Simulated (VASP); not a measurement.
## Bi2Se3: single point with PBE

The system is Bi2Se3.

```xyz
5
Lattice="2.0940 1.2090 10.7436 -2.0940 1.2090 10.7436 0.0000 -2.4179 10.7436" Properties=species:S:1:pos:R:3 pbc="T T T"
Bi    0.0000    0.0000   12.6950
Bi    0.0000    0.0000   19.5358
Se    0.0000    0.0000    0.0000
Se    0.0000    0.0000    7.2266
Se    0.0000    0.0000   25.0042
```

This cell differs from its parent crystal: volume scaled by 1.03, then relaxed in part.

| Item | Value |
| --- | --- |
| Program | VASP 6.6.1 |
| Task | single point |
| Functional | PBE |
| Potentials or basis | VASP PAW PBE potentials, release 64 (Bi_d, Se) |
| Cutoff | 520 eV |
| k mesh | 6 × 6 × 6 |
| Occupations | gaussian, width 0.02 eV |
| Spin | no spin polarisation |
| Dipole correction | no |
| Further INCAR settings | ALGO = Normal; EDIFF = 1e-06; NBANDS = 32 |

```json
{
  "Pressure": "-0.1 GPa",
  "Largest force": "0.012 eV/Å",
  "Band gap on the k mesh": "0.75 eV, indirect (least direct gap 0.85 eV)"
}
```

Forces in eV/Å, atoms in the order of the input:
```
Bi   0.000  0.000 -0.012
Bi   0.000  0.000  0.012
Se   0.000  0.000  0.000
Se   0.000  0.000 -0.010
Se   0.000  0.000  0.010
```

Levels at points of the mesh, in eV from the valence-band top:
| k point | band 21 | band 22 | band 23 | band 24 | band 25 | band 26 | band 27 | band 28 |
| --- | --- | --- | --- | --- | --- | --- | --- | --- |
| (0.00, 0.00, 0.00) | -1.11 | -0.68 | -0.68 | -0.11 | 0.75 | 2.04 | 2.04 | 2.54 |
| (0.50, 0.00, 0.00) | -1.92 | -1.13 | -0.79 | -0.47 | 1.50 | 2.69 | 3.09 | 3.45 |
| (0.50, 0.50, 0.00) | -1.62 | -0.99 | -0.85 | -0.73 | 1.72 | 2.62 | 2.83 | 3.41 |
| (0.50, 0.50, 0.50) | -0.79 | -0.70 | -0.70 | -0.35 | 0.84 | 2.09 | 2.09 | 2.51 |

Wall time 12 min on 1 thread of Intel(R) Xeon(R) 6975P-C (Granite Rapids), on a shared host, peak memory 1.1 GiB.

Caveat: spin-orbit coupling is left out, which moves the levels of the heavy elements. A k mesh can miss the band edges.
